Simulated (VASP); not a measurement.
KBr: single point with PBE

The system is KBr.

```
K Br
1.0
     0.00000    3.24879    3.24879
     3.24879    0.00000    3.24879
     3.24879    3.24879    0.00000
K Br
1 1
Direct
  0.50000 0.50000 0.50000
  0.00000 0.00000 0.00000
```

```json
{
 "Program": "VASP 6.6.1",
 "Task": "single point",
 "Functional": "PBE",
 "Potentials or basis": "VASP PAW PBE potentials, release 64 (K_sv, Br)",
 "Cutoff": "520 eV",
 "k mesh": "6 × 6 × 6",
 "Occupations": "gaussian, width 0.02 eV",
 "Spin": "no spin polarisation",
 "Dipole correction": "no",
 "Further INCAR settings": "ALGO = Normal; EDIFF = 1e-06; NBANDS = 15"
}
```

| Property | Result |
| --- | --- |
| Pressure | 1.6 GPa |
| Band gap on the k mesh | 4.56 eV |

Levels at points of the mesh, in eV from the valence-band top:
| k point | band 4 | band 5 | band 6 | band 7 | band 8 | band 9 | band 10 | band 11 | band 12 | band 13 |
| --- | --- | --- | --- | --- | --- | --- | --- | --- | --- | --- |
| (0.00, 0.00, 0.00) | -11.17 | -11.17 | 0.00 | 0.00 | 0.00 | 4.56 | 7.61 | 7.61 | 7.61 | 8.46 |
| (0.50, 0.00, 0.00) | -11.17 | -10.89 | -1.27 | -0.37 | -0.37 | 6.69 | 8.41 | 9.89 | 9.89 | 10.22 |
| (0.50, 0.50, 0.00) | -11.21 | -11.21 | -0.86 | -0.30 | -0.30 | 5.81 | 7.37 | 9.44 | 9.77 | 9.85 |

It took 34 s on 1 thread of Intel Xeon 8259CL, on a shared host, peak memory 0.2 GiB.
